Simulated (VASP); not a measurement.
# Ta (Im-3m) in VASP: notebook

Ta is run at these levels: PBE; tasks: single point, relaxation of cell and atoms.

Program: VASP 6.6.1. These are calculated values, not measurements. Logs are shortened: lines on timing, memory, paths and dates and some standing lists are left out, and cuts for length are marked.

**1. The cell of the first run**

The structure is cubic, space group Im-3m (No. 229). Conventional cell: a = 3.322 Å, b = 3.322 Å, c = 3.322 Å, α = 90.00°, β = 90.00°, γ = 90.00°. Within 3.8 Å of Ta (site symmetry m-3m) lie 14 Ta at 2.88 to 3.32 Å.

**2. Single point, PBE**

Contents of INCAR:

```
ALGO     = Fast           # electronic algorithm
EDIFF    = 1E-6           # SCF threshold, eV
ENCUT    = 520            # plane-wave cutoff, eV
GGA      = PE             # functional
ISIF     = 2              # what is computed and relaxed
ISMEAR   = -1             # smearing method
LASPH    = True           # aspherical terms in the spheres
LCHARG   = False          # write CHGCAR
LREAL    = False          # projectors in reciprocal space
LWAVE    = False          # write WAVECAR
NBANDS   = 12             # bands
NELM     = 100            # most SCF steps
PREC     = Accurate       # precision mode
SIGMA    = 0.15           # smearing width, eV
```

Contents of KPOINTS:

```
k-points
0
Gamma
  20 20 20
```

Contents of POSCAR:

```
Ta
1.0
   -1.6609138581      1.6609138581      1.6609138581
    1.6609138581     -1.6609138581      1.6609138581
    1.6609138581      1.6609138581     -1.6609138581
Ta
1
Direct
    0.0000000000      0.0000000000      0.0000000000
```

Potentials or basis: VASP PAW PBE potentials, release 64 (Ta_pv).

Launch:

```sh
cat potpaw_PBE.64/Ta_pv/POTCAR > POTCAR
mpirun -np 1 vasp_std > vasp.out
```

OUTCAR:

```text
EDIFF = 1E-6
   ENCUT = 520
   GGA = PE
   ISIF = 2
   ISMEAR = -1
   LASPH = True
   LREAL = False
   NELM = 100
   PREC = Accurate

 ion  position               nearest neighbor table
   1  0.000  0.000  0.000-

  LATTYP: Found a body centered cubic cell.
 ALAT       =     3.3218277162

  Lattice vectors:

 A1 = (  -1.6609138581,   1.6609138581,   1.6609138581)
 A2 = (   1.6609138581,  -1.6609138581,   1.6609138581)
 A3 = (   1.6609138581,   1.6609138581,  -1.6609138581)

Analysis of symmetry for initial positions (statically):
=====================================================================
 Subroutine PRICEL returns:
 Original cell was already a primitive cell.

 Routine SETGRP: Setting up the symmetry group for a
 body centered cubic supercell.

 Subroutine GETGRP returns: Found 48 space group operations
 (whereof 48 operations were pure point group operations)
 out of a pool of 48 trial point group operations.

The static configuration has the point symmetry O_h .

Analysis of symmetry for dynamics (positions and initial velocities):
=====================================================================
 Subroutine PRICEL returns:
 Original cell was already a primitive cell.

 Routine SETGRP: Setting up the symmetry group for a
 body centered cubic supercell.

 Subroutine GETGRP returns: Found 48 space group operations
 (whereof 48 operations were pure point group operations)
 out of a pool of 48 trial point group operations.

The dynamic configuration has the point symmetry O_h .

 Subroutine INISYM returns: Found 48 space group operations
 (whereof 48 operations are pure point group operations),
 and found     1 'primitive' translations

----------------------------------------------------------------------------------------

                                     Primitive cell

  volume of cell :      18.3274

  direct lattice vectors                    reciprocal lattice vectors
    -1.660913858  1.660913858  1.660913858     0.000000000  0.301039092  0.301039092
     1.660913858 -1.660913858  1.660913858     0.301039092  0.000000000  0.301039092
     1.660913858  1.660913858 -1.660913858     0.301039092  0.301039092  0.000000000

  length of vectors
     2.876787189  2.876787189  2.876787189     0.425733567  0.425733567  0.425733567

  position of ions in fractional coordinates (direct lattice)
     0.000000000  0.000000000  0.000000000
[... 76 lines left out ...]
   EDIFF  = 0.1E-05   stopping-criterion for ELM
   LREAL  =      F    real-space projection
   EDIFFG = 0.1E-04   stopping-criterion for IOM
   NSW    =      0    number of steps for IOM
   IBRION =     -1    ionic relax: 0-MD 1-quasi-New 2-CG
   NFREE  =      0    steps in history (QN), initial steepest desc. (CG)
   ISIF   =      2    stress and relaxation
   ISYM   =      2    0-nonsym 1-usesym 2-fastsym
   POTIM  = 0.5000    time-step for ionic-motion
   TEBEG  =    0.0;   TEEND  =   0.0 temperature during run
   PSTRESS=    0.0 pullay stress
   NELECT =      11.0000    total number of electrons
   NUPDOWN=      -1.0000    fix difference up-down
   EMIN   =  10.00;   EMAX   =-10.00  energy-range for DOS
   EFERMI =   0.00;   METHOD = LEGACY
   ISMEAR =    -1;   SIGMA  =   0.15  broadening in eV -4-tet -1-fermi 0-gaus
   EFERMI_NEDOS =   21; number of points for ismear=-14 and -15
   IALGO  =     68    algorithm
   IMIX   =      4    mixing-type and parameters
     AMIX     =   0.40;   BMIX     =  1.00
     AMIX_MAG =   1.60;   BMIX_MAG =  1.00
  volume/ion in A,a.u.               =      18.33       123.68
  Fermi-wavevector in a.u.,A,eV,Ry     =   1.380931  2.609581 25.945905  1.906970
  Thomas-Fermi vector in A             =   2.505762
   LORBIT       =      0    0 simple, 1 ext, 2 COOP (PROOUT), +10 PAW based schemes
   GGA     = PE    functional components
   LHFCALC =     F    Hartree Fock is set to
   AEXX    =    0.0000 exact exchange contribution
   IVDW    =     0    specifies the selected vdW correction
   LEPSILON=     F    determine dielectric tensor
   LRPA    =     F    only Hartree local field effects (RPA)
 non-spin polarized calculation
 RMM-DIIS sequential band-by-band and
  energy-cutoff  :      520.00
  volume of cell :       18.33
 maximum number of plane-waves:       531
 NGX is ok and might be reduce to    24
   NGX = 11   NGY = 11   NGZ = 11

 number of electron      11.0000000 magnetization

 Free energy of the ion-electron system (eV)
  ---------------------------------------------------
  ext. energy  EPLUGINS =         0.00000000
  ---------------------------------------------------
  free energy    TOTEN  =       -11.86193585 eV

  energy without entropy =      -11.76570549  energy(sigma->0) =      -11.81382067

 E-fermi :   5.3785     XC(G=0): -12.5289

 val. band max:        5.3710536495   @ k =  -0.3500   0.4000   0.1500
 cond. band min:       5.3852284856   @ k =  -0.4500   0.5000   0.1000
 fundamental gap:      0.0141748361
 Fermi energy:         5.3784976742

 k-point     1 :       0.0000    0.0000    0.0000
  band No.  band energies     occupation
      1     -27.7901      2.00000
      2     -27.7901      2.00000
      3     -27.7901      2.00000
      4      -2.5028      2.00000
      5       6.0826      0.01814
      6       6.0826      0.01814
      7       6.0826      0.01814
      8       9.2941      0.00000
      9       9.2941      0.00000
     10      20.2747      0.00000
     11      20.2747      0.00000
     12      20.2747      0.00000
[... 331 lines left out ...]
 k-point    24 :       0.2500    0.1000    0.0000
  band No.  band energies     occupation
      1     -28.5469      2.00000
      2     -28.0398      2.00000
      3     -27.8330      2.00000
      4       0.6636      2.00000
      5       4.4940      1.99452
      6       4.9320      1.90299
      7       8.5989      0.00000
      8       9.8947      0.00000
      9      10.0872      0.00000
     10      19.4740      0.00000
     11      19.9928      0.00000
     12      20.8884      0.00000

 [... further k-points ...]
[... 5 lines left out ...]
  --------------------------------------------------------------------------------------
  -------------------------------------------------------------------------------------
  Total        0.0109758      0.0109758      0.0109758      0.0000000      0.0000000     -0.0000000
  in kB        0.9594988      0.9594988      0.9594988      0.0000000      0.0000000     -0.0000000
  external PRESSURE =       0.9594988 kB  Pullay stress =       0.0000000 kB

 VOLUME and BASIS-vectors are now :
 -----------------------------------------------------------------------------
  energy-cutoff  :      520.00
  volume of cell :       18.33
      direct lattice vectors                 reciprocal lattice vectors
    -1.660913858  1.660913858  1.660913858     0.000000000  0.301039092  0.301039092
     1.660913858 -1.660913858  1.660913858     0.301039092  0.000000000  0.301039092
     1.660913858  1.660913858 -1.660913858     0.301039092  0.301039092  0.000000000

 POSITION                                       TOTAL-FORCE (eV/Angst)
 -----------------------------------------------------------------------------------
      0.00000      0.00000      0.00000         0.000000      0.000000      0.000000
 -----------------------------------------------------------------------------------
    total drift:                               -0.000000      0.000000      0.000000

  FREE ENERGIE OF THE ION-ELECTRON SYSTEM (eV)
  ---------------------------------------------------
  free  energy   TOTEN  =       -11.8619358534 eV

  energy  without entropy=      -11.7657054908  energy(sigma->0) =      -11.81382067
```

OSZICAR:

```text
N       E                     dE             d eps       ncg     rms          rms(c)
DAV:   1     0.605645615383E+02    0.60565E+02   -0.61502E+03  6148   0.874E+02
DAV:   2    -0.113096052563E+02   -0.71874E+02   -0.70001E+02  6796   0.244E+02
DAV:   3    -0.123304332748E+02   -0.10208E+01   -0.10114E+01  7412   0.273E+01
DAV:   4    -0.123332936420E+02   -0.28604E-02   -0.28602E-02  6752   0.157E+00
DAV:   5    -0.123333043155E+02   -0.10673E-04   -0.10672E-04  7448   0.903E-02    0.131E+01
RMM:   6    -0.119698987221E+02    0.36341E+00   -0.25536E-01  6571   0.421E+00    0.632E+00
RMM:   7    -0.118621060155E+02    0.10779E+00   -0.26582E-01  6877   0.420E+00    0.351E-01
RMM:   8    -0.118618556911E+02    0.25032E-03   -0.11307E-02  7296   0.985E-01    0.300E-01
RMM:   9    -0.118619564264E+02   -0.10074E-03   -0.15750E-03  7637   0.363E-01    0.640E-02
RMM:  10    -0.118619336689E+02    0.22757E-04   -0.22497E-04  7625   0.130E-01    0.104E-02
RMM:  11    -0.118619351574E+02   -0.14885E-05   -0.47965E-05  7812   0.525E-02    0.539E-03
RMM:  12    -0.118619358534E+02   -0.69596E-06   -0.79377E-06  6865   0.181E-02
   1 F= -.11861936E+02 E0= -.11813821E+02  d E =-.962304E-01
```

stdout:

```text
POSCAR found type information on POSCAR Ta
 POSCAR found :  1 types and       1 ions
 scaLAPACK will be used
 LDA part: xc-table for (Slater+PW92), standard interpolation
 POSCAR, INCAR and KPOINTS ok, starting setup
 FFT: planning ... GRIDC
 FFT: planning ... GRID_SOFT
 FFT: planning ... GRID
 WAVECAR not read
 entering main loop
```

It took 27 s on 1 thread of AMD EPYC 9R45 (Zen 5), shared host; peak memory 0.15 GiB.

What came out:

```
Free energy            : -11.8619 eV
Pressure               : 0.1 GPa
Band gap on the k mesh : zero (an odd number of electrons rules out a gap without spin polarisation)
```

Caveat: spin-orbit coupling is left out, which moves the levels of the heavy elements.

**3. Relaxation of cell and atoms, PBE**

This run uses another cell than the first one, of 18.28 Å³/atom.

Contents of INCAR:

```
SYSTEM = Ta
PREC = Accurate
ENCUT = 600
EDIFF = 1E-6
ISMEAR = -1
SIGMA = 0.15
LREAL = .False.
LASPH = .True.
NELM = 100
ALGO = Fast
ISIF = 3
LWAVE = .False.
LCHARG = .False.
GGA = PE
IBRION = 2
NSW = 80
EDIFFG = -0.001
```

Contents of KPOINTS:

```
regular mesh
0
Gamma
  20 20 20
  0 0 0
```

Contents of POSCAR:

```
Ta
1.0
   -1.6593948202      1.6593948202      1.6593948202
    1.6593948202     -1.6593948202      1.6593948202
    1.6593948202      1.6593948202     -1.6593948202
Ta
1
Direct
    0.0000000000      0.0000000000      0.0000000000
```

Potentials or basis: VASP PAW PBE potentials, release 64 (Ta_pv).

Launch:

```sh
cat potpaw_PBE.64/Ta_pv/POTCAR > POTCAR
mpirun -np 1 vasp_std > vasp.out
```

OUTCAR:

```text
SYSTEM = Ta
   PREC = Accurate
   ENCUT = 600
   EDIFF = 1E-6
   ISMEAR = -1
   LREAL = .False.
   LASPH = .True.
   NELM = 100
   ISIF = 3
   GGA = PE
   IBRION = 2
   NSW = 80
   EDIFFG = -0.001

 ion  position               nearest neighbor table
   1  0.000  0.000  0.000-

  LATTYP: Found a body centered cubic cell.
 ALAT       =     3.3187896404

  Lattice vectors:

 A1 = (  -1.6593948202,   1.6593948202,   1.6593948202)
 A2 = (   1.6593948202,  -1.6593948202,   1.6593948202)
 A3 = (   1.6593948202,   1.6593948202,  -1.6593948202)

Analysis of symmetry for initial positions (statically):
=====================================================================
 Subroutine PRICEL returns:
 Original cell was already a primitive cell.

 Routine SETGRP: Setting up the symmetry group for a
 body centered cubic supercell.

 Subroutine GETGRP returns: Found 48 space group operations
 (whereof 48 operations were pure point group operations)
 out of a pool of 48 trial point group operations.

[... 167 lines left out ...]
  --------------------------------------------------------------------------------------
  -------------------------------------------------------------------------------------
  Total        0.0725049      0.0725049      0.0725049     -0.0000000      0.0000000     -0.0000000
  in kB        6.3557761      6.3557761      6.3557761     -0.0000000      0.0000000     -0.0000000
  external PRESSURE =       6.3557761 kB  Pullay stress =       0.0000000 kB
[... 57 lines left out ...]
--------------------------------------- Ionic step        3  -------------------------------------------

 number of electron      11.0000000 magnetization

 Free energy of the ion-electron system (eV)
  ---------------------------------------------------
  ext. energy  EPLUGINS =         0.00000000
  ---------------------------------------------------
  free energy    TOTEN  =       -11.86218717 eV

  energy without entropy =      -11.76588551  energy(sigma->0) =      -11.81403634

 E-fermi :   5.3727     XC(G=0): -12.5256

 val. band max:        5.3656254253   @ k =  -0.3500   0.4000   0.1500
 cond. band min:       5.3787584388   @ k =  -0.4500   0.5000   0.1000
 fundamental gap:      0.0131330135
 Fermi energy:         5.3727345152

 k-point     1 :       0.0000    0.0000    0.0000
  band No.  band energies     occupation
      1     -27.7988      2.00000
      2     -27.7988      2.00000
      3     -27.7988      2.00000
      4      -2.5057      2.00000
      5       6.0766      0.01816
      6       6.0766      0.01816
      7       6.0766      0.01816
      8       9.2859      0.00000
      9       9.2859      0.00000
[... 265 lines left out ...]
 k-point    24 :       0.2500    0.1000    0.0000
  band No.  band energies     occupation
      1     -28.5538      2.00000
      2     -28.0480      2.00000
      3     -27.8416      2.00000
      4       0.6591      2.00000
      5       4.4894      1.99447
      6       4.9266      1.90276
      7       8.5911      0.00000
      8       9.8855      0.00000
      9      10.0776      0.00000

 [... further k-points ...]
[... 5 lines left out ...]
  --------------------------------------------------------------------------------------
  -------------------------------------------------------------------------------------
  Total       -0.0005658     -0.0005658     -0.0005658      0.0000000     -0.0000000      0.0000000
  in kB       -0.0494263     -0.0494263     -0.0494263      0.0000000     -0.0000000      0.0000000
  external PRESSURE =      -0.0494263 kB  Pullay stress =       0.0000000 kB
[... 16 lines left out ...]
  FREE ENERGIE OF THE ION-ELECTRON SYSTEM (eV)
  ---------------------------------------------------
  free  energy   TOTEN  =       -11.8621871655 eV

  energy  without entropy=      -11.7658855146  energy(sigma->0) =      -11.81403634

 reached required accuracy - stopping structural energy minimisation
```

It took 46 s on 1 thread of AMD EPYC 9R45 (Zen 5), shared host; peak memory 0.16 GiB.

What came out:

| Quantity | Value |
| --- | --- |
| Free energy | -11.8622 eV |
| Relaxed volume | 18.34 Å³/atom |
| Relaxed cell | a = 2.877 Å, b = 2.877 Å, c = 2.877 Å, α = 109.47°, β = 109.47°, γ = 109.47° |
| Space group after relaxing (to 0.1 Å) | Im-3m (No. 229) |
| Energy gained by relaxing | 0.1 meV/atom |
| Ionic steps | 3 |
| Pressure after relaxing | 0.0 GPa |
| Band gap on the k mesh | zero (an odd number of electrons rules out a gap without spin polarisation) |

Step by step:
```
step  energy change (eV)  largest force (eV/Å)  pressure (GPa)  volume (Å³)
   1              0.0000                0.0000            0.64        18.28
   2              0.0004                0.0000           -1.44        18.47
   3             -0.0001                0.0000            0.00        18.34
```

Final structure:
```yaml
crystal:
  lattice:
    - [-1.66129, 1.66129, 1.66129]
    - [1.66129, -1.66129, 1.66129]
    - [1.66129, 1.66129, -1.66129]
  atoms:
    - { symbol: Ta, position: [0.00000, 0.00000, 0.00000] }
```

Caveat: spin-orbit coupling is left out, which moves the levels of the heavy elements.
